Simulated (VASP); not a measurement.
Here is a VASP 6.6.1 calculation.

File INCAR:

```
  PREC = Accurate
  ENCUT = 520
  EDIFF = 1E-6
  ISMEAR = 0
  SIGMA = 0.05
  LREAL = Auto
  LASPH = T
  NELM = 120
  ALGO = Normal
  ISIF = 2
  LWAVE = F
  LCHARG = T
  LDIPOL = T
  IDIPOL = 3
  DIPOL = 0.5 0.5 0.517
  GGA = PE
  LELF = T
  LVHAR = T
  LVACPOTAV = T
  NBANDS = 83
  GGA_COMPAT = F
  NELMDL = -8
```

File KPOINTS:

```
Automatic mesh
0
Gamma
  3 3 1
```

Contents of POSCAR:

```
Si12H6C
1.0
    7.6805940000      0.0000000000      0.0000000000
    0.0000000000      7.6805940000      0.0000000000
    0.0000000000      0.0000000000     22.8087500000
Si H C
24 12 2
Direct
    0.1016483881     -0.0002510223      0.6637860909
    0.1402597247      0.5010879367      0.6412719242
    0.4164214382      0.0018807139      0.6645489560
    0.4270621517      0.5044565564      0.6721389379
    0.0119127505      0.2435461372      0.6087405053
    0.0110009721      0.7574358181      0.6082795857
    0.4846198094      0.2576979072      0.6113536691
    0.4834239383      0.7479107736      0.6100845070
    0.2538262015      0.2480486535      0.5434113224
    0.2524119879      0.7535401559      0.5427388612
    0.7463779494      0.2512296575      0.5545738806
    0.7459213441      0.7502853295      0.5540715296
    0.2467330001      0.0011458749      0.4835260591
    0.2511101355      0.5002831812      0.4858298241
    0.7471386979      0.0009087839      0.4924254508
    0.7509881397      0.5003277090      0.4921544144
   -0.0079975585      0.0003605190      0.4280475695
   -0.0028447019      0.4999207093      0.4286694361
    0.5027047387      0.0002041509      0.4280865019
    0.5044477029      0.4999937505      0.4285794706
    0.0000000000      0.2500000651      0.3691570121
    0.0000000000      0.7500000651      0.3691570121
    0.5000000000      0.2500000651      0.3691570121
    0.5000000000      0.7500000651      0.3691570121
   -0.1510299854      0.2500000651      0.3288210007
    0.1510299854      0.2500000651      0.3288210007
   -0.1510299854      0.7500000651      0.3288210007
    0.1510299854      0.7500000651      0.3288210007
    0.3489700146      0.2500000651      0.3288210007
    0.6510299854      0.2500000651      0.3288210007
    0.3489700146      0.7500000651      0.3288210007
    0.6510299854      0.7500000651      0.3288210007
    0.4858673691     -0.1410135726      0.7628464515
    1.0248853149     -0.0003460670      0.7243235600
    0.5904527697      0.1034952505      0.8209285472
    0.5586205963      0.2543450415      0.7582512413
    0.4925473212     -0.0114847888      0.7427362745
    0.5505621050      0.1216356443      0.7753338960
```

Potentials or basis: VASP PAW PBE potentials, release 64 (Si, H, C).

Launch:

```console
$ cat potpaw_PBE.64/Si/POTCAR potpaw_PBE.64/H/POTCAR potpaw_PBE.64/C/POTCAR > POTCAR
$ mpirun -np 1 vasp_std > vasp.out
```

Predict the band gap on the k mesh.

0.79 eV (least direct gap 0.88 eV).

Estimate the largest force.

0.303 eV/Å.

Forces in eV/Å, atoms in the order of the input:
```
Si  -0.004  0.000  0.004
Si  -0.004 -0.002 -0.004
Si   0.002 -0.004 -0.005
Si   0.001  0.002 -0.003
Si   0.005  0.000 -0.001
Si   0.003 -0.001  0.000
Si  -0.003 -0.001 -0.003
Si  -0.001  0.000 -0.005
Si   0.003  0.000 -0.002
Si   0.001 -0.001 -0.002
Si  -0.001 -0.001 -0.001
Si   0.000  0.000 -0.001
Si  -0.005  0.001  0.001
Si   0.000 -0.001  0.001
Si   0.000  0.000 -0.001
Si   0.000 -0.001 -0.001
Si   0.003  0.000 -0.001
Si   0.000  0.000  0.002
Si   0.003  0.000  0.003
Si  -0.001  0.000  0.000
Si  -0.300  0.038  0.002
Si  -0.289 -0.023  0.037
Si   0.255  0.027  0.002
Si   0.255 -0.017  0.020
H    0.129  0.045 -0.054
H   -0.096 -0.019  0.044
H    0.128 -0.040 -0.049
H   -0.096  0.022  0.044
H    0.103  0.012  0.031
H   -0.123  0.007 -0.045
H    0.102 -0.009  0.032
H   -0.123 -0.003 -0.044
H   -0.005 -0.031  0.008
H    0.007 -0.001 -0.008
H    0.019 -0.009  0.019
H    0.021  0.017 -0.003
C   -0.013 -0.029 -0.040
C    0.025  0.023  0.023
```
